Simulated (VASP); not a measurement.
# Be4TeSe3 (P1) in VASP: relaxation of cell and atoms with PBE

Aim: the relaxation of cell and atoms of Be4TeSe3 with PBE.

Program: VASP 6.6.1. These are calculated values, not measurements. Logs are shortened: lines on timing, memory, paths and dates and some standing lists are left out, and cuts for length are marked.

## Step 1: The cell of the first run

The typed cell holds 16 atoms: a = 6.200 Å, b = 6.565 Å, c = 7.562 Å, α = 89.59°, β = 89.23°, γ = 90.24°.

## Step 2: Relaxation of cell and atoms, PBE

File INCAR:

```
SYSTEM = Be4TeSe3
PREC = Accurate ; ENCUT = 600
EDIFF = 1E-6 ; ISMEAR = 0
SIGMA = 0.1 ; LREAL = Auto
LASPH = .TRUE. ; NELM = 80
ALGO = Normal ; ISIF = 3
LWAVE = .FALSE. ; LCHARG = .FALSE.
GGA = PE ; IBRION = 2
NSW = 80 ; EDIFFG = -0.025
```

File KPOINTS:

```
Automatic mesh
0
G
  2 2 2
  0 0 0
```

File POSCAR:

```
Be4TeSe3
1.0
   -0.0419064612      0.0130925447     -6.1993661881
   -0.0235627528     -6.5649981950      0.0137487104
   -7.5620781524     -0.0272221114     -0.0508410679
Be Te Se
8 2 6
Direct
    0.6269705669      0.1793085888      0.4881634375
    0.1430919308      0.3454212612      0.2347726550
    0.1261207421      0.3373053386      0.7563343979
    0.6150624405      0.1372333059      1.0083037883
    0.1012898695      0.8455562546      0.5041791074
    0.6403017753      0.6678680241      0.7678543017
    0.1228318910      0.8171406367      1.0062524343
    0.6295904352      0.6664576028      0.2345553507
    0.9998047987      0.1707918973     -0.0128748143
    0.4952532078      0.8280871932      0.5098350115
    1.0002525065      0.1842906162      0.5148759457
    0.5033096096      0.3326905093      0.2495458096
    0.4812774054      0.3425196677      0.7392058263
    1.0011278747      0.6790903675      0.7416055449
    0.5033746019      0.8197520167      1.0100708764
    1.0103403440      0.6464867195      0.2473203271
```

Potentials or basis: VASP PAW PBE potentials, release 64 (Be, Te, Se).

Run with:

```bash
cat potpaw_PBE.64/Be/POTCAR potpaw_PBE.64/Te/POTCAR potpaw_PBE.64/Se/POTCAR > POTCAR
mpirun -np 1 vasp_std > vasp.out
```

OUTCAR:

```text
SYSTEM = Be4TeSe3
   PREC = Accurate
   ENCUT = 600
   EDIFF = 1E-6
   ISMEAR = 0
   LREAL = Auto
   LASPH = .TRUE.
   NELM = 80
   ISIF = 3
   GGA = PE
   IBRION = 2
   NSW = 80
   EDIFFG = -0.025

 ion  position               nearest neighbor table
   1  0.627  0.179  0.488-  12 2.21  11 2.33  13 2.36  10 2.45
   2  0.143  0.345  0.235-  16 2.15  12 2.24   9 2.38  11 2.51
   3  0.126  0.337  0.756-   9 2.19  13 2.20  11 2.24  14 2.38
   4  0.615  0.137  0.008-  15 2.19  12 2.34   9 2.40  13 2.58
   5  0.101  0.846  0.504-  14 2.18  11 2.31  16 2.42  10 2.45
   6  0.640  0.668  0.768-  14 2.24  15 2.25  13 2.36  10 2.40
[... 8 lines left out ...]
  15  0.503  0.820  0.010-   8 2.13   4 2.19   6 2.25   7 2.36
  16  0.010  0.646  0.247-   2 2.15   7 2.23   8 2.37   5 2.42

  LATTYP: Found a triclinic cell.
 ALAT       =     9.7138544713
 B/A-ratio  =     0.6382143843
 C/A-ratio  =     0.6758444751
 COS(alpha) =     0.0041817581
 COS(beta)  =     0.0082543434
 COS(gamma) =     0.6277243013

  Lattice vectors:

 A1 = (   7.5201716912,   0.0403146561,  -6.1485251202)
 A2 = (  -0.0419064612,   0.0130925447,  -6.1993661881)
 A3 = (   0.0235627528,   6.5649981950,  -0.0137487104)

Analysis of symmetry for initial positions (statically):
=====================================================================
 Subroutine PRICEL returns:
 Original cell was already a primitive cell.

 Routine SETGRP: Setting up the symmetry group for a
 triclinic supercell.

 Subroutine GETGRP returns: Found  1 space group operations
 (whereof  1 operations were pure point group operations)
 out of a pool of  2 trial point group operations.

The static configuration has the point symmetry C_1 .

Analysis of symmetry for dynamics (positions and initial velocities):
=====================================================================
 Subroutine PRICEL returns:
 Original cell was already a primitive cell.

 Routine SETGRP: Setting up the symmetry group for a
 triclinic supercell.

 Subroutine GETGRP returns: Found  1 space group operations
 (whereof  1 operations were pure point group operations)
 out of a pool of  2 trial point group operations.

The dynamic configuration has the point symmetry C_1 .

 Subroutine INISYM returns: Found  1 space group operations
 (whereof  1 operations are pure point group operations),
 and found     1 'primitive' translations

----------------------------------------------------------------------------------------

                                     Primitive cell

  volume of cell :     307.7484

  direct lattice vectors                    reciprocal lattice vectors
    -0.041906461  0.013092545 -6.199366188     0.001085776 -0.000341730 -0.161314874
    -0.023562753 -6.564998195  0.013748710     0.000550533 -0.152325624 -0.000325421
    -7.562078152 -0.027222111 -0.050841068    -0.132246514  0.000476527  0.000894966

  length of vectors
     6.199521651  6.565054876  7.562298053     0.161318890  0.152326966  0.132250401

  position of ions in fractional coordinates (direct lattice)
     0.626970567  0.179308589  0.488163437
     0.143091931  0.345421261  0.234772655
     0.126120742  0.337305339  0.756334398
     0.615062440  0.137233306  0.008303788
     0.101289870  0.845556255  0.504179107
     0.640301775  0.667868024  0.767854302
[... 8 lines left out ...]
     0.503374602  0.819752017  0.010070876
     0.010340344  0.646486719  0.247320327

  ion indices of the primitive-cell ions
   primitive index   ion index
                 1           1
                 2           2
                 3           3
                 4           4
                 5           5
                 6           6
[... 8 lines left out ...]
                15          15
                16          16

----------------------------------------------------------------------------------------

 KPOINTS: Automatic mesh

Automatic generation of k-mesh.
 Grid dimensions read from file:
 generate k-points for:    2    2    2

 Generating k-lattice:

  Cartesian coordinates                     Fractional coordinates (reciprocal lattice)
     0.000542888 -0.000170865 -0.080657437     0.500000000  0.000000000  0.000000000
     0.000275266 -0.076162812 -0.000162710     0.000000000  0.500000000 -0.000000000
    -0.066123257  0.000238263  0.000447483    -0.000000000 -0.000000000  0.500000000

  Length of vectors
     0.080659445  0.076163483  0.066125200

  Shift w.r.t. Gamma in fractional coordinates (k-lattice)
     0.000000000  0.000000000  0.000000000

 Subroutine IBZKPT returns following result:
 ===========================================

 Found      8 irreducible k-points:

 Following reciprocal coordinates:
            Coordinates               Weight
  0.000000  0.000000  0.000000      1.000000
  0.500000  0.000000  0.000000      1.000000
 -0.000000  0.500000 -0.000000      1.000000
  0.500000  0.500000  0.000000      1.000000
 -0.000000  0.000000  0.500000      1.000000
  0.500000 -0.000000  0.500000      1.000000
 -0.000000  0.500000  0.500000      1.000000
  0.500000  0.500000  0.500000      1.000000
   k-points           NKPTS =      8   k-points in BZ     NKDIM =      8   number of bands    NBANDS=     41
   number of dos      NEDOS =    301   number of ions     NIONS =     16
   total plane-waves  NPLWV = 162000
   dimension x,y,z NGX =    50 NGY =   54 NGZ =   60
   dimension x,y,z NGXF=   100 NGYF=  108 NGZF=  120
   ions per type =               8   2   6
   NGX,Y,Z   is equivalent  to a cutoff of  13.41, 13.67, 13.19 a.u.
   NGXF,Y,Z  is equivalent  to a cutoff of  26.82, 27.35, 26.38 a.u.
 SYSTEM =  Be4TeSe3
   PREC   = accura    normal or accurate (medium, high low for compatibility)
   ISTART =      0    job   : 0-new  1-cont  2-samecut
   ICHARG =      2    charge: 1-file 2-atom 10-const
   ISPIN  =      1    spin polarized calculation?
   LNONCOLLINEAR =      F non collinear calculations
   LSORBIT =      F    spin-orbit coupling
   LASPH  =      T    aspherical Exc in radial PAW
   ENCUT  =  600.0 eV  44.10 Ry    6.64 a.u.  12.38 13.11 15.10*2*pi/ulx,y,z
   NELM   =     80;   NELMIN=  2; NELMDL= -5     # of ELM steps
   EDIFF  = 0.1E-05   stopping-criterion for ELM
   LREAL  =      T    real-space projection
   EDIFFG = -.3E-01   stopping-criterion for IOM
   NSW    =     80    number of steps for IOM
   IBRION =      2    ionic relax: 0-MD 1-quasi-New 2-CG
   NFREE  =      1    steps in history (QN), initial steepest desc. (CG)
   ISIF   =      3    stress and relaxation
   ISYM   =      2    0-nonsym 1-usesym 2-fastsym
   POTIM  = 0.5000    time-step for ionic-motion
   TEBEG  =    0.0;   TEEND  =   0.0 temperature during run
   PSTRESS=    0.0 pullay stress
   NELECT =      64.0000    total number of electrons
   NUPDOWN=      -1.0000    fix difference up-down
   EMIN   =  10.00;   EMAX   =-10.00  energy-range for DOS
   EFERMI =   0.00;   METHOD = LEGACY
   ISMEAR =     0;   SIGMA  =   0.10  broadening in eV -4-tet -1-fermi 0-gaus
   EFERMI_NEDOS =   21; number of points for ismear=-14 and -15
   IALGO  =     38    algorithm
   IMIX   =      4    mixing-type and parameters
     AMIX     =   0.40;   BMIX     =  1.00
     AMIX_MAG =   1.60;   BMIX_MAG =  1.00
  volume/ion in A,a.u.               =      19.23       129.80
  Fermi-wavevector in a.u.,A,eV,Ry     =   0.969921  1.832884 12.799629  0.940746
  Thomas-Fermi vector in A             =   2.100013
   LORBIT       =      0    0 simple, 1 ext, 2 COOP (PROOUT), +10 PAW based schemes
   GGA     = PE    functional components
   LHFCALC =     F    Hartree Fock is set to
   AEXX    =    0.0000 exact exchange contribution
   IVDW    =     0    specifies the selected vdW correction
   LEPSILON=     F    determine dielectric tensor
   LRPA    =     F    only Hartree local field effects (RPA)
 conjugate gradient relaxation of ions
 non-spin polarized calculation
 Gauss-broadening in eV      SIGMA  =   0.10
  energy-cutoff  :      600.00
  volume of cell :      307.75
 maximum number of plane-waves:     10296
 NGX is ok and might be reduce to    50
   NGX = 25   NGY = 27   NGZ = 31

--------------------------------------- Ionic step        1  -------------------------------------------

 number of electron      63.9999998 magnetization

 Free energy of the ion-electron system (eV)
  ---------------------------------------------------
  ext. energy  EPLUGINS =         0.00000000
  ---------------------------------------------------
  free energy    TOTEN  =       -66.76592753 eV

  energy without entropy =      -66.76592753  energy(sigma->0) =      -66.76592753

------------------------ aborting loop because EDIFF is reached ----------------------------------------

  FORCE on cell =-STRESS in cart. coord.  units (eV):
  Direction    XX          YY          ZZ          XY          YZ          ZX
  --------------------------------------------------------------------------------------
  -------------------------------------------------------------------------------------
  Total        0.5987886     -3.1414967     -1.7962173     -2.8719510      0.8290953     -1.4369178
  in kB        3.1173702    -16.3550339     -9.3513372    -14.9517443      4.3163763     -7.4807780
  external PRESSURE =      -7.5296670 kB  Pullay stress =       0.0000000 kB
[... 37 lines left out ...]
--------------------------------------- Ionic step        2  -------------------------------------------

 number of electron      64.0000000 magnetization

 E-fermi :   4.1814     XC(G=0):  -9.1797

 val. band max:        3.7123015683   @ k =   0.0000   0.0000   0.0000
 cond. band min:       6.5559736893   @ k =   0.0000   0.0000   0.0000
 fundamental gap:      2.8436721210
 Fermi energy:         4.1813900361

 k-point     1 :       0.0000    0.0000    0.0000
  band No.  band energies     occupation
      1      -9.8700      2.00000
      2      -9.0285      2.00000
      3      -8.9786      2.00000
      4      -8.8500      2.00000
      5      -8.5293      2.00000
      6      -8.3822      2.00000
[... 434 lines left out ...]
  FREE ENERGIE OF THE ION-ELECTRON SYSTEM (eV)
  ---------------------------------------------------
  free  energy   TOTEN  =       -67.6396855720 eV

  energy  without entropy=      -67.6396855720  energy(sigma->0) =      -67.63968557

[... ionic steps 4 to 15 ...]

--------------------------------------- Ionic step       16  -------------------------------------------

 number of electron      63.9999997 magnetization

------------------------ aborting loop because EDIFF is reached ----------------------------------------
[... 95 lines left out ...]
--------------------------------------- Ionic step       18  -------------------------------------------

 number of electron      63.9999997 magnetization

 Free energy of the ion-electron system (eV)
  ---------------------------------------------------
  ext. energy  EPLUGINS =         0.00000000
  ---------------------------------------------------
  free energy    TOTEN  =       -67.88879730 eV

  energy without entropy =      -67.88879730  energy(sigma->0) =      -67.88879730

 E-fermi :   4.2687     XC(G=0):  -9.2445

 val. band max:        3.8185960265   @ k =   0.0000   0.0000   0.0000
 cond. band min:       6.6786684726   @ k =   0.0000   0.0000   0.0000
 fundamental gap:      2.8600724461
 Fermi energy:         4.2686667456

 k-point     1 :       0.0000    0.0000    0.0000
  band No.  band energies     occupation
      1      -9.8155      2.00000
      2      -8.8984      2.00000
      3      -8.8976      2.00000
      4      -8.8444      2.00000
      5      -8.4638      2.00000
      6      -8.4385      2.00000
[... 384 lines left out ...]
  FREE ENERGIE OF THE ION-ELECTRON SYSTEM (eV)
  ---------------------------------------------------
  free  energy   TOTEN  =       -67.8887972962 eV

  energy  without entropy=      -67.8887972962  energy(sigma->0) =      -67.88879730

 reached required accuracy - stopping structural energy minimisation
```

Wall time 31 min (1 thread of AMD EPYC 7R13 (Zen 3), shared host); peak memory 0.45 GiB.

What came out:

```
Free energy                           : -67.8888 eV
Relaxed volume                        : 18.69 Å³/atom
Relaxed cell                          : a = 6.155 Å, b = 6.463 Å, c = 7.516 Å, α = 90.00°, β = 90.01°, γ = 90.00°
Space group after relaxing (to 0.1 Å) : Pmn2_1 (No. 31)
Energy gained by relaxing             : 70.2 meV/atom
Ionic steps                           : 18
Pressure after relaxing               : 0.0 GPa
Largest force after relaxing          : 0.014 eV/Å
Band gap on the k mesh                : 2.86 eV
```

Forces in eV/Å, atoms in the order of the input:
```
Be  -0.005 -0.008  0.000
Be  -0.002  0.008 -0.003
Be  -0.007  0.006  0.004
Be   0.001 -0.002 -0.001
Be   0.003 -0.006  0.000
Be   0.011  0.000  0.001
Be  -0.002  0.007  0.002
Be   0.001  0.000 -0.005
Te  -0.006 -0.001 -0.002
Te   0.005 -0.003  0.002
Se  -0.013 -0.006  0.002
Se   0.002  0.003 -0.002
Se   0.001 -0.005 -0.003
Se   0.007  0.002  0.002
Se   0.004 -0.003  0.007
Se  -0.003  0.008 -0.006
```

The path:
```csv
step,energy change (eV),largest force (eV/Å),pressure (GPa),volume (Å³)
1,0.0000,2.3466,-0.75,307.75
2,-0.7991,0.9989,-0.65,303.70
3,-0.8738,0.9262,-0.23,301.67
4,-1.0418,0.6245,-0.02,299.52
5,-1.0681,0.4444,0.22,298.26
6,-1.1043,0.1673,-0.07,299.34
7,-1.1076,0.1391,-0.18,299.78
8,-1.1158,0.0919,0.06,298.81
9,-1.1164,0.1131,0.14,298.49
10,-1.1195,0.0585,-0.01,299.13
11,-1.1202,0.0518,-0.11,299.59
12,-1.1215,0.0369,0.03,298.98
13,-1.1216,0.0409,0.05,298.87
14,-1.1222,0.0291,0.01,299.06
15,-1.1222,0.0396,-0.01,299.15
16,-1.1226,0.0262,-0.02,299.18
17,-1.1226,0.0288,-0.02,299.19
18,-1.1229,0.0142,0.02,298.99
```

Final structure:
```
CELL_PARAMETERS angstrom
-0.00005 0.00027 -6.15518
-0.00008 -6.46257 -0.00031
-7.51638 -0.00043 0.00092
ATOMIC_POSITIONS crystal
Be 0.63269 0.18757 0.49981
Be 0.13171 0.34281 0.26186
Be 0.13210 0.34253 0.73684
Be 0.60445 0.16082 0.00004
Be 0.10451 0.83895 0.50015
Be 0.63213 0.65735 0.76318
Be 0.13283 0.81248 0.00007
Be 0.63171 0.65755 0.23807
Te 0.99950 0.16531 0.99935
Te 0.49958 0.83466 0.50069
Se 0.99998 0.17455 0.49928
Se 0.49957 0.33429 0.24875
Se 0.49978 0.33408 0.75117
Se 0.99986 0.66573 0.74899
Se 0.50007 0.82529 0.00053
Se 0.99952 0.66603 0.25122
```

Caveat: the k points lie up to 0.51 Å⁻¹ apart in the final cell; spin-orbit coupling is left out, which moves the levels of the heavy elements. A k mesh can miss the band edges.
